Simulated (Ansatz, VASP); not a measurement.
One calculation of Hf, two programs

```xyz
2
Lattice="3.1223 0.0000 0.0000 -1.5611 2.7040 0.0000 0.0000 0.0000 4.9414" Properties=species:S:1:pos:R:3 pbc="T T T"
Hf    0.0000    1.8026    1.2353
Hf    1.5611    0.9013    3.7060
```

Alike in both runs: functional PBEsol; dispersion D3(BJ); k mesh 15 × 15 × 8; occupations gaussian, width 0.1 eV; no spin polarisation.

Ansatz relaxed the structure, and its values are those at the end. VASP's run is a single point on that final structure, the one shown.

|  | VASP | Ansatz |
| --- | --- | --- |
| version | VASP 6.6.1 | Ansatz 0.2.0 |
| potentials or method | VASP PAW PBE potentials, release 64 (Hf_pv), cutoff 500 eV | scalar-relativistic, plane waves, PAW |
| valence electrons in the cell | 20 | 52 |

VASP gave:

```
gap on the k mesh at the Fermi level (eV) : none
pressure (GPa)                            : -0.4
```

Task: Estimate Ansatz's values.

Result: gap on the k mesh at the Fermi level (eV): none; pressure (GPa): 0.0.

VASP's potentials were made for PBE, not for PBEsol, and Ansatz warns of the same on its side. A gap of «none» marks a metal or a gap that the smearing closes. VASP's potentials hold 20 valence electrons a cell and Ansatz's 52, so a difference there can come from the potentials and not from the codes.

Spin-orbit coupling is off throughout.
